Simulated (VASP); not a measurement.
# TiSi2 (Immm) in VASP: further runs

Runs on TiSi2. Level: LDA. Tasks: single point.

All numbers are computed with VASP 6.6.1; they aren't measurements. Logs are shortened: lines on timing, memory, paths and dates and some standing lists are left out, and cuts for length are marked.

### 1 The cell of the first run

It takes space group Immm (No. 71, orthorhombic). The conventional cell has a = 2.934 Å, b = 3.400 Å, c = 8.348 Å, α = 90.00°, β = 90.00°, γ = 90.00°. Within 3.5 Å of Ti (site symmetry mmm) lie 10 Si at 2.60 to 2.86 Å and 4 Ti at 2.93 to 3.40 Å. Si (site symmetry mm2) has 5 Ti at 2.60 to 2.86 Å and 9 Si at 2.62 to 3.40 Å within 3.5 Å.

### 2 Single point, LDA (atoms shifted along a free coordinate)

INCAR reads:

```
SYSTEM = TiSi2
ALGO     = Normal         ! electronic algorithm
EDIFF    = 1E-6           ! SCF threshold, eV
ENCUT    = 520            ! plane-wave cutoff, eV
GGA      = CA             ! functional
ISIF     = 2              ! what is computed and relaxed
ISMEAR   = 0              ! smearing method
LASPH    = .TRUE.         ! aspherical terms in the spheres
LCHARG   = .FALSE.        ! write CHGCAR
LREAL    = .FALSE.        ! projectors in reciprocal space
LWAVE    = .FALSE.        ! write WAVECAR
NBANDS   = 17             ! bands
NELM     = 60             ! most SCF steps
PREC     = Accurate       ! precision mode
SIGMA    = 0.15           ! smearing width, eV
```

KPOINTS reads:

```
k-points
0
G
  18 18 18
  0 0 0
```

POSCAR reads:

```
TiSi2
1.0
   -1.4669074091      1.7000700607      4.1739757138
    1.4669074091     -1.7000700607      4.1739757138
    1.4669074091      1.7000700607     -4.1739757138
Ti Si
1 2
Direct
    0.0000000000      0.0000000000      0.0000000000
    0.3430135366      0.3430135366      0.0000000000
    0.6569864634      0.6569864634      0.0000000000
```

Potentials or basis: VASP PAW LDA potentials, release 64 (Ti_sv, Si).

Run with:

```console
> cat potpaw_LDA.64/Ti_sv/POTCAR potpaw_LDA.64/Si/POTCAR > POTCAR
> mpirun -np 1 vasp_std > vasp.out
```

OUTCAR:

```text
SYSTEM = TiSi2
   EDIFF = 1E-6
   ENCUT = 520
   GGA = CA
   ISIF = 2
   ISMEAR = 0
   LASPH = .TRUE.
   LREAL = .FALSE.
   NELM = 60
   PREC = Accurate

 ion  position               nearest neighbor table
   1  0.000  0.000  0.000-   3 2.60   3 2.60   3 2.60   2 2.60   3 2.60   2 2.60   2 2.60   2 2.60
                             2 2.86   3 2.86
   2  0.343  0.343  0.000-   1 2.60   1 2.60   1 2.60   1 2.60   3 2.62   3 2.73   3 2.73   3 2.73
                             3 2.73   1 2.86
   3  0.657  0.657  0.000-   1 2.60   1 2.60   1 2.60   1 2.60   2 2.62   2 2.73   2 2.73   2 2.73
                             2 2.73   1 2.86

  LATTYP: Found a body centered orthorhombic cell.
 ALAT       =     2.9338148182
 B/A-ratio  =     1.1589484450
 C/A-ratio  =     2.8454254767

  Lattice vectors:

 A1 = (  -1.4669074091,   1.7000700607,   4.1739757138)
 A2 = (   1.4669074091,  -1.7000700607,   4.1739757138)
 A3 = (   1.4669074091,   1.7000700607,  -4.1739757138)

Analysis of symmetry for initial positions (statically):
=====================================================================
 Subroutine PRICEL returns:
 Original cell was already a primitive cell.

 Routine SETGRP: Setting up the symmetry group for a
 body centered orthorhombic supercell.

 Subroutine GETGRP returns: Found  8 space group operations
 (whereof  8 operations were pure point group operations)
 out of a pool of  8 trial point group operations.

The static configuration has the point symmetry D_2h.

Analysis of symmetry for dynamics (positions and initial velocities):
=====================================================================
 Subroutine PRICEL returns:
 Original cell was already a primitive cell.

 Routine SETGRP: Setting up the symmetry group for a
 body centered orthorhombic supercell.

 Subroutine GETGRP returns: Found  8 space group operations
 (whereof  8 operations were pure point group operations)
 out of a pool of  8 trial point group operations.

The dynamic configuration has the point symmetry D_2h.

 Subroutine INISYM returns: Found  8 space group operations
 (whereof  8 operations are pure point group operations),
 and found     1 'primitive' translations

----------------------------------------------------------------------------------------

                                     Primitive cell

  volume of cell :      41.6370

  direct lattice vectors                    reciprocal lattice vectors
    -1.466907409  1.700070061  4.173975714     0.000000000  0.294105526  0.119789868
     1.466907409 -1.700070061  4.173975714     0.340853142  0.000000000  0.119789868
     1.466907409  1.700070061 -4.173975714     0.340853142  0.294105526  0.000000000

  length of vectors
     4.739633827  4.739633827  4.739633827     0.317565227  0.361290018  0.450198762

  position of ions in fractional coordinates (direct lattice)
     0.000000000  0.000000000  0.000000000
     0.343013537  0.343013537  0.000000000
     0.656986463  0.656986463  0.000000000

  ion indices of the primitive-cell ions
   primitive index   ion index
                 1           1
                 2           2
                 3           3

----------------------------------------------------------------------------------------

 KPOINTS: k-points

Automatic generation of k-mesh.
 Grid dimensions read from file:
 generate k-points for:   18   18   18

 Generating k-lattice:

  Cartesian coordinates                     Fractional coordinates (reciprocal lattice)
     0.000000000  0.016339196  0.006654993     0.055555556  0.000000000 -0.000000000
     0.018936286  0.000000000  0.006654993     0.000000000  0.055555556 -0.000000000
     0.018936286  0.016339196  0.000000000     0.000000000  0.000000000  0.055555556

  Length of vectors
     0.017642513  0.020071668  0.025011042

  Shift w.r.t. Gamma in fractional coordinates (k-lattice)
     0.000000000  0.000000000  0.000000000

 Subroutine IBZKPT returns following result:
 ===========================================

 Found    865 irreducible k-points:

 Following reciprocal coordinates:
            Coordinates               Weight
  0.000000  0.000000  0.000000      1.000000
  0.055556  0.000000 -0.000000      4.000000
  0.111111  0.000000 -0.000000      4.000000
  0.166667  0.000000  0.000000      4.000000
  0.222222  0.000000 -0.000000      4.000000
  0.277778  0.000000  0.000000      4.000000
[... 16 lines left out ...]
 -0.333333  0.055556  0.000000      8.000000
 -0.277778  0.055556  0.000000      8.000000
 [... further k-points ...]
   k-points           NKPTS =    865   k-points in BZ     NKDIM =    865   number of bands    NBANDS=     17
   number of dos      NEDOS =    301   number of ions     NIONS =      3
   total plane-waves  NPLWV =  46656
   dimension x,y,z NGX =    36 NGY =   36 NGZ =   36
   dimension x,y,z NGXF=    72 NGYF=   72 NGZF=   72
   ions per type =               1   2
[... 31 lines left out ...]
     AMIX     =   0.40;   BMIX     =  1.00
     AMIX_MAG =   1.60;   BMIX_MAG =  1.00
  volume/ion in A,a.u.               =      13.88        93.66
  Fermi-wavevector in a.u.,A,eV,Ry     =   1.282109  2.422835 22.365311  1.643804
  Thomas-Fermi vector in A             =   2.414440
   LORBIT       =      0    0 simple, 1 ext, 2 COOP (PROOUT), +10 PAW based schemes
   GGA     = CA    functional components
   LHFCALC =     F    Hartree Fock is set to
   AEXX    =    0.0000 exact exchange contribution
   IVDW    =     0    specifies the selected vdW correction
   LEPSILON=     F    determine dielectric tensor
   LRPA    =     F    only Hartree local field effects (RPA)
 non-spin polarized calculation
 Gauss-broadening in eV      SIGMA  =   0.15
  energy-cutoff  :      520.00
  volume of cell :       41.64
 maximum number of plane-waves:      1148
   NGX = 17   NGY = 17   NGZ = 17

 number of electron      19.9999999 magnetization

 Free energy of the ion-electron system (eV)
  ---------------------------------------------------
  ext. energy  EPLUGINS =         0.00000000
  ---------------------------------------------------
  free energy    TOTEN  =       -21.85405567 eV

  energy without entropy =      -21.83858421  energy(sigma->0) =      -21.84631994

 E-fermi :  10.0230     XC(G=0): -11.9299

 val. band max:       10.0220247234   @ k =   0.2778   0.2222   0.0000
 cond. band min:      10.0232061498   @ k =   0.5000   0.5000   0.3333
 fundamental gap:      0.0011814264
 Fermi energy:        10.0230478696

 k-point     1 :       0.0000    0.0000    0.0000
  band No.  band energies     occupation
      1     -45.3647      2.00000
      2     -22.0932      2.00000
      3     -22.0883      2.00000
      4     -21.8112      2.00000
      5      -2.2952      2.00000
      6       4.9080      2.00000
[... 9 lines left out ...]
     16      15.8550      0.00000
     17      16.1275      0.00000

 k-point     2 :       0.0556    0.0000   -0.0000
  band No.  band energies     occupation
      1     -45.3644      2.00000
      2     -22.0929      2.00000
      3     -22.0918      2.00000
      4     -21.8109      2.00000
      5      -2.2483      2.00000
      6       4.8308      2.00000
[... 9 lines left out ...]
     16      15.8174      0.00000
     17      16.3143      0.00000

 k-point     3 :       0.1111    0.0000   -0.0000
  band No.  band energies     occupation
      1     -45.3637      2.00000
      2     -22.1019      2.00000
      3     -22.0921      2.00000
      4     -21.8102      2.00000
      5      -2.1087      2.00000
      6       4.6330      2.00000
[... 9 lines left out ...]
     16      15.7826      0.00000
     17      16.6433      0.00000

 k-point     4 :       0.1667    0.0000    0.0000
  band No.  band energies     occupation
      1     -45.3627      2.00000
      2     -22.1175      2.00000
      3     -22.0908      2.00000
      4     -21.8091      2.00000
      5      -1.8788      2.00000
      6       4.3546      2.00000
[... 9 lines left out ...]
     16      16.6522      0.00000
     17      16.9021      0.00000
[... 343 lines left out ...]
      1     -45.3564      2.00000
      2     -22.1888      2.00000
      3     -22.0832      2.00000
      4     -21.8152      2.00000
      5      -0.1986      2.00000
      6       2.5726      2.00000
[... 9 lines left out ...]
     16      17.1134      0.00000
     17      18.5229      0.00000

 k-point    23 :      -0.3333    0.0556    0.0000
  band No.  band energies     occupation
      1     -45.3575      2.00000
      2     -22.1736      2.00000
      3     -22.0843      2.00000
      4     -21.8163      2.00000
      5      -0.7146      2.00000
      6       3.1991      2.00000
[... 9 lines left out ...]
     16      17.4528      0.00000
     17      18.5153      0.00000

 k-point    24 :      -0.2778    0.0556    0.0000
  band No.  band energies     occupation
      1     -45.3588      2.00000
      2     -22.1549      2.00000
      3     -22.0858      2.00000
      4     -21.8178      2.00000
      5      -1.1707      2.00000
      6       3.7844      2.00000
[... 9 lines left out ...]
     16      17.4872      0.00000
     17      18.1888      0.00000

 [... further k-points ...]
[... 5 lines left out ...]
  --------------------------------------------------------------------------------------
  -------------------------------------------------------------------------------------
  Total       -0.5919364      0.0984611     -0.8237671     -0.0000000      0.0000000      0.0000000
  in kB      -22.7775094      3.7887473    -31.6982719     -0.0000000      0.0000000      0.0000000
  external PRESSURE =     -16.8956780 kB  Pullay stress =       0.0000000 kB

 VOLUME and BASIS-vectors are now :
 -----------------------------------------------------------------------------
  energy-cutoff  :      520.00
  volume of cell :       41.64
      direct lattice vectors                 reciprocal lattice vectors
    -1.466907409  1.700070061  4.173975714     0.000000000  0.294105526  0.119789868
     1.466907409 -1.700070061  4.173975714     0.340853142  0.000000000  0.119789868
     1.466907409  1.700070061 -4.173975714     0.340853142  0.294105526  0.000000000

 POSITION                                       TOTAL-FORCE (eV/Angst)
 -----------------------------------------------------------------------------------
      0.00000      0.00000      0.00000        -0.000000      0.000000     -0.000000
      0.00000      0.00000      2.86346        -0.000000     -0.000000     -0.902173
      0.00000      0.00000      5.48449         0.000000      0.000000      0.902173
 -----------------------------------------------------------------------------------
    total drift:                               -0.000000     -0.000000     -0.000000

  FREE ENERGIE OF THE ION-ELECTRON SYSTEM (eV)
  ---------------------------------------------------
  free  energy   TOTEN  =       -21.8540556736 eV

  energy  without entropy=      -21.8385842128  energy(sigma->0) =      -21.84631994
```

It took 9.6 min on 1 thread of Intel Xeon 6975P-C (Granite Rapids), shared host; peak memory 0.65 GiB.

Results:

```
Free energy            : -21.8541 eV
Pressure               : -1.7 GPa
Largest force          : 0.902 eV/Å
Band gap on the k mesh : zero (bands 10 and 11 overlap by 2.61 eV)
```

Forces on the atoms (eV/Å):
```
Ti   0.000  0.000  0.000
Si   0.000  0.000 -0.902
Si   0.000  0.000  0.902
```

Levels at points of the mesh, in eV from the Fermi level:
| k point | band 7 | band 8 | band 9 | band 10 | band 11 | band 12 | band 13 | band 14 |
| --- | --- | --- | --- | --- | --- | --- | --- | --- |
| (0.00, 0.00, 0.00) | -3.99 | -1.73 | -0.77 | 0.98 | 2.34 | 2.70 | 2.80 | 3.98 |
| (0.50, 0.00, 0.00) | -4.32 | -3.87 | -0.61 | 0.67 | 2.12 | 2.58 | 3.67 | 3.69 |
| (0.00, 0.50, 0.00) | -3.70 | -3.67 | -1.25 | -0.33 | 1.06 | 3.47 | 3.59 | 3.59 |
| (0.50, 0.50, 0.00) | -4.63 | -4.13 | -2.58 | -1.40 | -0.99 | 2.97 | 3.46 | 3.53 |
| (0.50, 0.50, 0.50) | -1.25 | -0.76 | -0.01 | 0.41 | 2.00 | 2.40 | 2.85 | 3.90 |

Caveat: the cell differs from its parent crystal (atoms shifted along a free coordinate).

### 3 Single point, LDA (atoms shifted along a free coordinate)

INCAR reads:

```
ALGO = Normal ; EDIFF = 1E-7
ENCUT = 520 ; GGA = CA
ISIF = 2 ; ISMEAR = 0
LASPH = T ; LCHARG = F
LREAL = F ; LWAVE = F
NBANDS = 17 ; NELM = 100
PREC = Accurate ; SIGMA = 0.15
```

KPOINTS reads:

```
k-points
0
Gamma
  18 18 18
```

POSCAR reads:

```
TiSi2
1.0
   -1.4794824127      1.7146438417      4.2097569496
    1.4794824127     -1.7146438417      4.2097569496
    1.4794824127      1.7146438417     -4.2097569496
Ti Si
1 2
Direct
    0.0000000000      0.0000000000      0.0000000000
    0.3369712579      0.3369712579      0.0000000000
    0.6630287421      0.6630287421      0.0000000000
```

Potentials or basis: VASP PAW LDA potentials, release 64 (Ti_sv, Si).

Run with:

```console
> cat potpaw_LDA.64/Ti_sv/POTCAR potpaw_LDA.64/Si/POTCAR > POTCAR
> mpirun -np 1 vasp_std > vasp.out
```

Run time: 7 min. Hardware: 1 thread of Intel Xeon 6975P-C (Granite Rapids), shared host; peak memory 0.66 GiB.

It converged, with:

```yaml
Free_energy: -21.8900 eV
Pressure: -6.4 GPa
Largest_force: 0.372 eV/Å
Band_gap_on_the_k_mesh: zero (bands 10 and 11 overlap by 2.46 eV)
```

Forces on the atoms (eV/Å):
```
Ti   0.000  0.000  0.000
Si   0.000  0.000 -0.372
Si   0.000  0.000  0.372
```

Stress tensor (GPa, compression positive):
```
-6.41  0.00  0.00
 0.00 -5.38  0.00
 0.00  0.00 -7.30
```

Levels at points of the mesh, in eV from the Fermi level:
```tsv
k point	band 6	band 7	band 8	band 9	band 10	band 11	band 12	band 13	band 14	band 15
(0.00, 0.00, 0.00)	-4.84	-4.04	-1.87	-0.66	0.84	2.32	2.44	2.88	3.81	4.30
(0.50, 0.00, 0.00)	-8.73	-4.25	-3.74	-0.62	0.78	2.04	2.52	3.53	3.82	5.69
(0.00, 0.50, 0.00)	-7.78	-3.60	-3.48	-1.06	-0.36	1.01	3.13	3.40	3.73	4.25
(0.50, 0.50, 0.00)	-4.92	-4.72	-4.40	-2.68	-1.31	-0.79	2.87	3.05	3.29	3.48
(0.50, 0.50, 0.50)	-9.02	-1.18	-0.97	-0.13	0.43	1.94	2.37	2.61	3.76	3.87
```

Caveat: the cell differs from its parent crystal (atoms shifted along a free coordinate); the cell stands under tension.

### 4 Single point, LDA (atoms shifted along a free coordinate)

INCAR reads:

```
SYSTEM = TiSi2
PREC = Accurate
ENCUT = 520
EDIFF = 1E-6
ISMEAR = 0
SIGMA = 0.15
LREAL = .False.
LASPH = .True.
NELM = 80
ALGO = Normal
ISIF = 2
LWAVE = .False.
LCHARG = .True.
LELF = .True.
LVHAR = .True.
NBANDS = 17
```

KPOINTS reads:

```
Automatic mesh
0
Gamma
  18 18 18
  0 0 0
```

POSCAR reads:

```
TiSi2
1.0
   -1.4794824127      1.7146438417      4.2097569496
    1.4794824127     -1.7146438417      4.2097569496
    1.4794824127      1.7146438417     -4.2097569496
Ti Si
1 2
Direct
    0.0000000000      0.0000000000      0.0000000000
    0.3248867003      0.3248867003      0.0000000000
    0.6751132997      0.6751132997      0.0000000000
```

Run with:

```console
> cat potpaw_LDA.64/Ti_sv/POTCAR potpaw_LDA.64/Si/POTCAR > POTCAR
> mpirun -np 1 vasp_std > vasp.out
```

Wall time 8.2 min (1 thread of Intel Xeon 6975P-C (Granite Rapids), shared host); peak memory 0.66 GiB.

Results (log left out):

```
Free energy            : -21.8835 eV
Pressure               : -7.0 GPa
Largest force          : 0.435 eV/Å
Band gap on the k mesh : zero (bands 10 and 11 overlap by 2.22 eV)
```

Forces in eV/Å, atoms in the order of the input:
```
Ti   0.000  0.000  0.000
Si   0.000  0.000  0.435
Si   0.000  0.000 -0.435
```

Stress tensor (GPa, compression positive):
```
-5.80  0.00  0.00
 0.00 -8.57  0.00
 0.00  0.00 -6.74
```

Levels at points of the mesh, in eV from the Fermi level:
```
           k point  band 8  band 9  band 10  band 11  band 12  band 13
(0.00, 0.00, 0.00)   -2.26   -0.56     0.59     1.87     2.35     3.38
(0.50, 0.00, 0.00)   -3.62   -0.68     0.96     1.95     2.53     3.47
(0.00, 0.50, 0.00)   -3.23   -0.85    -0.46     0.93     2.56     3.27
(0.50, 0.50, 0.00)   -4.84   -2.92    -1.22    -0.39     2.55     2.83
(0.50, 0.50, 0.50)   -1.26   -0.45     0.48     1.90     2.22     2.41
```

Caveat: the cell differs from its parent crystal (atoms shifted along a free coordinate); the cell stands under tension.

### 5 Single point, LDA (atoms shifted along a free coordinate)

INCAR reads:

```
PREC = Accurate
ENCUT = 520
EDIFF = 1E-6
ISMEAR = 0
SIGMA = 0.15
LREAL = False
LASPH = True
NELM = 80
ALGO = Normal
ISIF = 2
LWAVE = False
LCHARG = False
NBANDS = 17
```

KPOINTS reads:

```
Automatic mesh
0
Gamma
  18 18 18
```

POSCAR reads:

```
TiSi2
1.0
   -1.4142358918      1.6390264877      4.0241028366
    1.4142358918     -1.6390264877      4.0241028366
    1.4142358918      1.6390264877     -4.0241028366
Ti Si
1 2
Direct
    0.0000000000      0.0000000000      0.0000000000
    0.3490558154      0.3490558154      0.0000000000
    0.6509441846      0.6509441846      0.0000000000
```

Run with:

```console
> cat potpaw_LDA.64/Ti_sv/POTCAR potpaw_LDA.64/Si/POTCAR > POTCAR
> mpirun -np 1 vasp_std > vasp.out
```

Run time: 8.8 min. Hardware: 1 thread of AMD EPYC 9R45 (Zen 5), shared host; peak memory 0.57 GiB.

It converged, with:

```yaml
Free_energy: -21.4795 eV
Pressure: 20.6 GPa
Largest_force: 2.201 eV/Å
Band_gap_on_the_k_mesh: zero (bands 10 and 11 overlap by 2.93 eV)
```

Forces in eV/Å, atoms in the order of the input:
```
Ti   0.000  0.000  0.000
Si   0.000  0.000 -2.201
Si   0.000  0.000  2.201
```

Stress tensor (GPa, compression positive):
```
18.57  0.00  0.00
 0.00 24.50  0.00
 0.00  0.00 18.70
```

Levels at points of the mesh, in eV from the Fermi level:
| k point | band 7 | band 8 | band 9 | band 10 | band 11 | band 12 | band 13 | band 14 |
| --- | --- | --- | --- | --- | --- | --- | --- | --- |
| (0.00, 0.00, 0.00) | -3.75 | -1.73 | -1.09 | 1.23 | 2.58 | 2.87 | 3.30 | 4.64 |
| (0.50, 0.00, 0.00) | -4.58 | -4.13 | -0.71 | 0.58 | 2.40 | 2.92 | 3.85 | 4.36 |
| (0.00, 0.50, 0.00) | -4.05 | -3.92 | -1.60 | -0.38 | 1.14 | 3.81 | 4.09 | 4.26 |
| (0.50, 0.50, 0.00) | -4.81 | -3.70 | -2.59 | -1.64 | -1.10 | 3.42 | 4.10 | 4.30 |
| (0.50, 0.50, 0.50) | -1.59 | -0.51 | 0.01 | 0.45 | 2.29 | 2.65 | 3.40 | 4.63 |

Caveat: the cell differs from its parent crystal (atoms shifted along a free coordinate); the stress differs along the axes, from 19 to 25 GPa; forces of over 1 eV/Å act on the atoms, so gaps and moduli don't describe the material at rest.

### 6 The runs side by side

| cell | gap on the mesh (eV) | pressure (GPa) | largest force (eV/Å) |
| --- | --- | --- | --- |
| a = 4.740 Å, angles 143.9, 138.0, 56.6°, 3 atoms, atomic positions A | none | -1.7 | 0.90 |
| a = 4.780 Å, angles 143.9, 138.0, 56.6°, 3 atoms, atomic positions B | none | -6.4 | 0.37 |
| a = 4.780 Å, angles 143.9, 138.0, 56.6°, 3 atoms, atomic positions C | none | -7.0 | 0.44 |
| a = 4.569 Å, angles 143.9, 138.0, 56.6°, 3 atoms, atomic positions D | none | 20.6 | 2.20 |

Alike in all rows: task single point; level LDA; potentials or basis VASP PAW LDA potentials, release 64 (Ti_sv, Si); no spin polarisation; k mesh 18 × 18 × 18; cutoff (eV) 520; smearing gaussian 0.15 eV.

Caveats: the cell stands under tension (at least some runs); the stress differs along the axes, from 19 to 25 GPa (at least some runs); forces of over 1 eV/Å act on the atoms, so gaps and moduli don't describe the material at rest (at least some runs).

Total energies depend on the potentials used, so only differences within one code and one set of settings carry meaning.
